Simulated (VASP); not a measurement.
Wanted: the native input for a VASP 6.6.1 run.

```
Task                   : single point
Functional             : PBEsol
Potentials or basis    : VASP PAW PBE potentials, release 64 (Ti_sv, C)
Cutoff                 : 520 eV
k mesh                 : 6 × 6 × 6
Occupations            : gaussian, width 0.1 eV
Spin                   : no spin polarisation
Dipole correction      : no
Further INCAR settings : ALGO = Normal; EDIFF = 1e-06; NBANDS = 70
```

The structure of Ti8C5 lies in POSCAR:

```
Ti8C5
1.0
    2.9510788220      1.7038061523      4.7325786524
   -2.9510788220      1.7038061523      4.7325786524
    0.0000000000     -3.4076123046      4.7325786524
Ti C
8 5
Direct
    0.2496194614      0.7575572097      0.2496194614
    0.2496194614      0.2496194614      0.7575572097
    0.7575572097      0.2496194614      0.2496194614
    0.2424427903      0.7503805386      0.7503805386
    0.7503805386      0.2424427903      0.7503805386
    0.7503805386      0.7503805386      0.2424427903
    0.2477236220      0.2477236220      0.2477236220
    0.7522763780      0.7522763780      0.7522763780
    0.0000000000      0.0000000000      0.5000000000
    0.5000000000      0.0000000000      0.0000000000
    0.0000000000      0.5000000000      0.0000000000
    0.5000000000      0.5000000000      0.5000000000
    0.0000000000      0.0000000000      0.0000000000
```

These files were run (other wordings do the same):

INCAR

```
PREC = Accurate ; ENCUT = 520
EDIFF = 1E-6 ; ISMEAR = 0
SIGMA = 0.1 ; LREAL = False
LASPH = True ; NELM = 60
ALGO = Normal ; ISIF = 2
LWAVE = False ; LCHARG = False
GGA = PS ; NBANDS = 70
```

KPOINTS

```
Automatic mesh
0
Gamma
  6 6 6
```

Potentials or basis: VASP PAW PBE potentials, release 64 (Ti_sv, C).

Command:

```sh
$ cat potpaw_PBE.64/Ti_sv/POTCAR potpaw_PBE.64/C/POTCAR > POTCAR
$ mpirun -np 1 vasp_std > vasp.out
```

It gave:

```yaml
Pressure: 20.8 GPa
Largest_force: 0.032 eV/Å
Band_gap_on_the_k_mesh: zero (bands 58 and 59 overlap by 0.08 eV)
```

Caveat: the cell stands under pressure; the PAW data sets were made with another functional, which shifts forces and pressure a little.

Wall time 15 min on 1 thread of Intel Xeon 8259CL (shared host), peak memory 0.45 GiB.
